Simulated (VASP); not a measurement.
Set up this calculation in VASP 6.6.1, as the native input.

```yaml
Task: relaxation of cell and atoms
Functional: PBE
Potentials_or_basis: VASP PAW PBE potentials, release 64 (Zr_sv, Br, Cl)
Cutoff: 600 eV
k_mesh: 6 × 6 × 2
Occupations: gaussian, width 0.1 eV
Spin: no spin polarisation
Dipole_correction: no
Further_INCAR_settings: ALGO = Normal; EDIFF = 1e-06; IBRION = 2; EDIFFG = -0.04; NSW = 90; ISIF = 3
```

The structure of Zr2Br3Cl lies in POSCAR:

```
Zr2Br3Cl
1.0
    4.4503713100      0.0000000000      0.0000000000
   -2.2251856500      3.8541346100      0.0000000000
    0.0000000000      0.0000000000     10.4036689000
Zr Br Cl
2 3 1
Direct
    0.3333333300      0.6666666700      0.0000000000
    0.6666666700      0.3333333300      0.5000000000
    0.6666666700      0.3333333300      0.7995032400
    0.6666666700      0.3333333300      0.2004967600
    0.3333333300      0.6666666700      0.5000000000
    0.0000000000      0.0000000000      0.0000000000
```

The cell was built from a structure type or drawn by symmetry, and may not be a known phase.

One way to write it, as run:

INCAR

```
ALGO = Normal
EDIFF = 1E-6
EDIFFG = -0.04
ENCUT = 600
GGA = PE
IBRION = 2
ISIF = 3
ISMEAR = 0
LASPH = True
LCHARG = False
LREAL = False
LWAVE = False
NELM = 80
NSW = 90
PREC = Accurate
SIGMA = 0.1
```

KPOINTS

```
k-points
0
Gamma
  6 6 2
```

Potentials or basis: VASP PAW PBE potentials, release 64 (Zr_sv, Br, Cl).

Launch:

```bash
$ cat potpaw_PBE.64/Zr_sv/POTCAR potpaw_PBE.64/Br/POTCAR potpaw_PBE.64/Cl/POTCAR > POTCAR
$ mpirun -np 1 vasp_std > vasp.out
```

It gave:

```yaml
Relaxed_volume: 27.86 Å³/atom
Relaxed_cell: a = 4.495 Å, b = 4.495 Å, c = 9.555 Å, α = 90.00°, β = 90.00°, γ = 120.00°
Space_group_after_relaxing_to_0.1_Å: P-6m2 (No. 187)
Energy_gained_by_relaxing: 71.4 meV/atom
Ionic_steps: 14
Pressure_after_relaxing: 0.0 GPa
Largest_force_after_relaxing: 0.014 eV/Å
Band_gap_on_the_k_mesh: zero (bands 26 and 27 overlap by 0.40 eV)
```

It took 16 min on 1 thread of Intel(R) Xeon(R) Platinum 8259CL CPU @ 2.50GHz (Skylake/Cascade Lake), with other jobs on the host, peak memory 0.38 GiB.
